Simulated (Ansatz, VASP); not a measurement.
**One calculation of C, two programs**

```
C
1.0
     0.00000    1.78012    1.78012
     1.78012    0.00000    1.78012
     1.78012    1.78012    0.00000
C
2
Direct
  0.00000 0.00000 0.00000
  0.25000 0.25000 0.25000
```

Alike in both runs: task single point; functional r2SCAN; k mesh 12 × 12 × 12; no spin polarisation.

|  | VASP | Ansatz |
| --- | --- | --- |
| version | VASP 6.6.1 | Ansatz 0.2.0 |
| potentials or method | VASP PAW PBE potentials, release 64 (C_h) | plane waves, PAW |
| plane-wave cutoff (eV) | 910 | 500 |
| occupations | gaussian, width 0.01 eV | fixed |
| valence electrons in the cell | 8 | 8 |

|  | VASP | Ansatz | Ansatz less VASP |
| --- | --- | --- | --- |
| gap on the k mesh at the Fermi level (eV) | 4.39 | 4.39 | -0.002 |

VASP's potentials were made for PBE, not for r2SCAN.

Noted on VASP's run: the cutoff is short for stress, so the pressure is rough.
